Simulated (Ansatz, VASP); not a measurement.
# KI: VASP beside Ansatz

The input POSCAR:

```
KI
1.0
    4.2910851346      0.0000000000      0.0000000000
    0.0000000000      4.2910851346      0.0000000000
    0.0000000000      0.0000000000      4.2910851346
K I
1 1
Direct
    0.0000000000      0.0000000000      0.0000000000
    0.5000000000      0.5000000000      0.5000000000
```

The input INCAR.step1:

```
PREC = Accurate
ENCUT = 520
EDIFF = 1E-5
ISMEAR = 1
SIGMA = 0.2
LREAL = False
LASPH = True
NELM = 100
ALGO = Normal
ISIF = 2
LWAVE = True
LCHARG = False
GGA = PE
NBANDS = 15
```

File INCAR.step2:

```
PREC = Accurate
ENCUT = 520
EDIFF = 1E-6
ISMEAR = 1
SIGMA = 0.2
LREAL = False
LASPH = True
NELM = 100
ALGO = Normal
ISIF = 2
LWAVE = False
LCHARG = False
GGA = PE
LHFCALC = True
HFSCREEN = 0.2079
PRECFOCK = Normal
ISTART = 1
NBANDS = 15
```

The input KPOINTS:

```
regular mesh
0
Gamma
  4 4 4
```

Input for Ansatz:

```yaml
crystal:
  lattice:
    - [4.2910851346, 0.0, 0.0]
    - [0.0, 4.2910851346, 0.0]
    - [0.0, 0.0, 4.2910851346]
  atoms:
    - { symbol: K, position: [0.0, 0.0, 0.0] }
    - { symbol: I, position: [0.5, 0.5, 0.5] }
kpoints:
  mp_grid: { grid: [4, 4, 4] }
hamiltonian:
  xc: hse06
scf:
  occupations: { method: methfessel_paxton, width: 0.2 }
  n_extra_bands: 4
output:
  forces: true
  stress: true
  eigenvalues: true
```

Alike in both runs: task single point; functional HSE06; k mesh 4 × 4 × 4; occupations methfessel-paxton of order 1, width 0.2 eV; no spin polarisation.

|  | VASP | Ansatz |
| --- | --- | --- |
| version | VASP 6.6.1 | Ansatz 0.2.0 |
| potentials or method | VASP PAW PBE potentials, release 64 (K_sv, I) | plane waves |
| plane-wave cutoff (eV) | 520 | 420 |
| valence electrons in the cell | 16 | 26 |

Ansatz gave:

```
gap on the k mesh at the Fermi level (eV) : 4.31
pressure (GPa)                            : 0.3
```

Task: Estimate VASP's values.

Result: gap on the k mesh at the Fermi level (eV): 4.29; pressure (GPa): 0.3.

With one functional, cell and mesh, what is left measures potentials, basis and numerics. VASP's potentials hold 16 valence electrons a cell and Ansatz's 26, so a difference there can come from the potentials and not from the codes. Ansatz's warnings: stress exchange threshold loose, stress scf threshold loose.

Neither program's run includes spin-orbit coupling.
